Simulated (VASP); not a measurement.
MnO: relaxation of cell and atoms with PBE

MnO:

```
Mn O
1.0
     0.00000    2.22200    2.22200
     2.22200    0.00000    2.22200
     2.22200    2.22200    0.00000
Mn O
1 1
Direct
  0.00000 0.00000 0.00000
  0.50000 0.50000 0.50000
```

* Program: VASP 6.6.1
* Task: relaxation of cell and atoms
* Functional: PBE
* Potentials or basis: VASP PAW PBE potentials, release 64 (Mn_pv, O)
* Cutoff: 600 eV
* k mesh: 16 × 16 × 16
* Occupations: gaussian, width 0.1 eV
* Spin: collinear spin, ferromagnetic start
* Starting moments: [4.46, 0.26] μB
* Dipole correction: no
* Further INCAR settings: ALGO = Normal; EDIFF = 1e-06; IBRION = 2; EDIFFG = -0.005; NSW = 100; ISIF = 3

```json
{"Relaxed volume": "10.96 Å³/atom", "Relaxed cell": "a = 3.141 Å, b = 3.141 Å, c = 3.141 Å, α = 60.00°, β = 60.00°, γ = 60.00°", "Space group after relaxing (to 0.05 Å)": "Fm-3m (No. 225)", "Energy gained by relaxing": "0.0 meV/atom", "Ionic steps": "2", "Pressure after relaxing": "0.0 GPa", "Net moment": "4.76 μB per cell", "Site moments": "Mn +4.33; O +0.20 μB", "Valence electrons inside the program's atomic spheres": "Mn 11.36; O 4.97"}
```

Final structure:
```
CELL_PARAMETERS angstrom
0.00000 2.22132 2.22132
2.22132 0.00000 2.22132
2.22132 2.22132 0.00000
ATOMIC_POSITIONS crystal
Mn 0.00000 0.00000 0.00000
O 0.50000 0.50000 0.50000
```

Levels at points of the mesh, in eV from the Fermi level:
Spin up:
```
           k point  band 10  band 11  band 12  band 13  band 14  band 15
(0.00, 0.00, 0.00)    -3.23    -2.70    -2.70    -0.52    13.97    16.34
(0.50, 0.00, 0.00)    -1.89     0.20     0.20     3.48     7.74    11.89
(0.50, 0.50, 0.00)    -2.06    -2.06    -1.93     5.03     7.82    10.41
```
Spin down:
| k point | band 4 | band 5 | band 6 | band 7 | band 8 | band 9 | band 10 | band 11 |
| --- | --- | --- | --- | --- | --- | --- | --- | --- |
| (0.00, 0.00, 0.00) | -19.86 | -3.38 | -3.38 | -3.38 | 0.72 | 0.72 | 0.72 | 0.79 |
| (0.50, 0.00, 0.00) | -18.90 | -7.40 | -4.87 | -4.87 | 1.91 | 1.95 | 1.95 | 3.63 |
| (0.50, 0.50, 0.00) | -18.93 | -6.44 | -4.36 | -4.36 | -0.85 | 1.94 | 2.14 | 2.39 |

Wall time 2.6 min on 1 thread of Intel(R) Xeon(R) Platinum 8259CL CPU @ 2.50GHz (Skylake/Cascade Lake), with other jobs on the host, peak memory 0.24 GiB.

Caveat: a cell with one magnetic atom can't hold antiferromagnetic order, which such compounds often take; semilocal functionals often make such compounds metallic where correlation or magnetic order opens a gap, which also shifts bond lengths. With open d or f shells a metallic result of PBE can be an artefact of self-interaction; +U or a hybrid may open a gap.
